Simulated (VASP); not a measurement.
Write the native input for VASP 6.6.1 that does the following.

| Item | Value |
| --- | --- |
| Task | relaxation of cell and atoms |
| Functional | PBE |
| Potentials or basis | VASP PAW PBE potentials, release 64 (Rb_sv, Al) |
| Cutoff | 600 eV |
| k mesh | 12 × 12 × 8 |
| Occupations | gaussian, width 0.1 eV |
| Spin | no spin polarisation |
| Dipole correction | no |
| Further INCAR settings | ALGO = Fast; EDIFF = 1e-06; IBRION = 2; EDIFFG = -0.01; NSW = 100; ISIF = 3 |

The structure of RbAl2 lies in POSCAR:

```
RbAl2
1.0
    4.5694440597      0.0000000000      0.0000000000
   -2.2847220299      3.9572546369      0.0000000000
    0.0000000000      0.0000000000      5.8381782478
Rb Al
1 2
Direct
    0.0000000000      0.0000000000      0.0000000000
    0.3333333333      0.6666666667      0.5000000000
    0.6666666667      0.3333333333      0.5000000000
```

The cell was built from a structure type or drawn by symmetry, and may not be a known phase.

One way to write it, as run:

INCAR

```
PREC = Accurate
ENCUT = 600
EDIFF = 1E-6
ISMEAR = 0
SIGMA = 0.1
LREAL = False
LASPH = True
NELM = 80
ALGO = Fast
ISIF = 3
LWAVE = False
LCHARG = False
GGA = PE
IBRION = 2
NSW = 100
EDIFFG = -0.01
```

KPOINTS

```
Automatic mesh
0
Gamma
  12 12 8
```

Potentials or basis: VASP PAW PBE potentials, release 64 (Rb_sv, Al).

Command:

```sh
$ cat potpaw_PBE.64/Rb_sv/POTCAR potpaw_PBE.64/Al/POTCAR > POTCAR
$ mpirun -np 1 vasp_std > vasp.out
```

It gave:

```yaml
Relaxed_volume: 35.42 Å³/atom
Relaxed_cell: a = 4.535 Å, b = 4.535 Å, c = 5.964 Å, α = 90.00°, β = 90.00°, γ = 120.00°
Space_group_after_relaxing_to_0.1_Å: P6/mmm (No. 191)
Energy_gained_by_relaxing: 1.5 meV/atom
Ionic_steps: 6
Pressure_after_relaxing: 0.0 GPa
Band_gap_on_the_k_mesh: zero (an odd number of electrons rules out a gap without spin polarisation)
```

Wall time 3.8 min on 1 thread of AMD EPYC 9R45 96-Core Processor (Zen 5), with other jobs on the host, peak memory 0.34 GiB.
